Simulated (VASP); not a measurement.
Wanted: the native input for a VASP 6.6.1 run.

```yaml
Task: relaxation of cell and atoms
Functional: PBE
Potentials_or_basis: VASP PAW PBE potentials, release 64 (Ba_sv)
Cutoff: 600 eV
k_mesh: 9 × 9 × 9
Occupations: fermi-dirac, width 0.08 eV
Spin: no spin polarisation
Dipole_correction: no
Further_INCAR_settings: ALGO = Normal; EDIFF = 1e-06; IBRION = 2; EDIFFG = -0.005; NSW = 60; ISIF = 3
```

The structure of Ba lies in POSCAR:

```
Ba
1.0
    4.0919803578      0.0000000000      0.0000000000
    0.0000000000      4.0919803578      0.0000000000
    0.0000000000      0.0000000000      4.0919803578
Ba
1
Direct
    0.0000000000      0.0000000000      0.0000000000
```

This isn't the form of Ba at room conditions, which is bcc.

The input as run:

INCAR

```
ALGO = Normal ; EDIFF = 1E-6
EDIFFG = -0.005 ; ENCUT = 600
GGA = PE ; IBRION = 2
ISIF = 3 ; ISMEAR = -1
LASPH = T ; LCHARG = F
LREAL = F ; LWAVE = F
NELM = 80 ; NSW = 60
PREC = Accurate ; SIGMA = 0.08
```

KPOINTS

```
k-points
0
Gamma
  9 9 9
```

Potentials or basis: VASP PAW PBE potentials, release 64 (Ba_sv).

Launch:

```bash
$ cat potpaw_PBE.64/Ba_sv/POTCAR > POTCAR
$ mpirun -np 1 vasp_std > vasp.out
```

It gave:

* Relaxed volume: 62.76 Å³/atom
* Relaxed cell: a = 3.974 Å, b = 3.974 Å, c = 3.974 Å, α = 90.00°, β = 90.00°, γ = 90.00°
* Space group after relaxing (to 0.1 Å): Pm-3m (No. 221)
* Energy gained by relaxing: 10.6 meV/atom
* Ionic steps: 4
* Pressure after relaxing: 0.0 GPa

It took 63 s on 1 thread of Intel Xeon 8259CL, on a shared host, peak memory 0.21 GiB.
